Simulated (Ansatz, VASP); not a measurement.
Ni3Pt in VASP and in Ansatz

Contents of INCAR:

```
SYSTEM = Ni3Pt
  PREC = Accurate
  ENCUT = 520
  EDIFF = 1E-6
  ISMEAR = 0
  SIGMA = 0.05
  LREAL = .False.
  LASPH = .True.
  NELM = 150
  ALGO = Fast
  ISIF = 2
  LWAVE = .False.
  LCHARG = .True.
  ISPIN = 2
  MAGMOM = 0.62 0.62 0.62 0
  LORBIT = 11
  LMAXMIX = 4
  LELF = .True.
  LVHAR = .True.
  NBANDS = 32
```

The input KPOINTS:

```
Automatic mesh
0
Gamma
  12 12 12
  0 0 0
```

Contents of POSCAR:

```
Ni3Pt
1.0
    3.5854648997      0.0000000000      0.0000000000
    0.0000000000      3.5854648997      0.0000000000
    0.0000000000      0.0000000000      3.5854648997
Ni Pt
3 1
Direct
    0.5000000000      0.0000000000      0.5000000000
    0.0000000000      0.5000000000      0.5000000000
    0.5000000000      0.5000000000      0.0000000000
    0.0000000000      0.0000000000      0.0000000000
```

Input for Ansatz:

```yaml
crystal:
  lattice:
    - [3.5854648997, 0.0, 0.0]
    - [0.0, 3.5854648997, 0.0]
    - [0.0, 0.0, 3.5854648997]
  atoms:
    - { symbol: Ni, position: [0.5, 0.0, 0.5], spin: 0.62 }
    - { symbol: Ni, position: [0.0, 0.5, 0.5], spin: 0.62 }
    - { symbol: Ni, position: [0.5, 0.5, 0.0], spin: 0.62 }
    - { symbol: Pt, position: [0.0, 0.0, 0.0] }
basis:
  ecutwfc: 420
  ecutrho_ratio: 4
kpoints:
  mp_grid: { grid: [12, 12, 12] }
hamiltonian:
  xc: lda
scf:
  occupations: { method: gaussian, width: 0.05 }
output:
  forces: true
  stress: true
  eigenvalues: true
  populations: true
magnetization:
  spin_polarized: true
```

Alike in both runs: task single point; functional LDA; k mesh 12 × 12 × 12; occupations gaussian, width 0.05 eV; collinear spin.

```csv
,VASP,Ansatz
version,VASP 6.6.1,Ansatz 0.2.0
potentials or method,"VASP PAW LDA potentials, release 64 (Ni, Pt), cutoff 520 eV","scalar-relativistic, plane waves, PAW"
valence electrons in the cell,40,72
```

Ansatz gave:

```
gap on the k mesh at the Fermi level (eV)                     : none
pressure (GPa)                                                : -4.9
net moment per atom (μB)                                      : 0.50
size of the moment on the site where the two differ most (μB) : 0.59
```

**Question.** Estimate VASP's values.

**Answer.** gap on the k mesh at the Fermi level (eV): none; pressure (GPa): -5.0; net moment per atom (μB): 0.46; size of the moment on the site where the two differ most (μB): 0.53.

LDA's correlation is that of Perdew and Zunger in VASP and of Perdew and Wang (1992) in Ansatz. Site moments also hang on the region over which each program counts them. A gap of «none» marks a metal or a gap that the smearing closes. VASP's potentials hold 40 valence electrons a cell and Ansatz's 72, so a difference there can come from the potentials and not from the codes.

Neither program's run includes spin-orbit coupling.
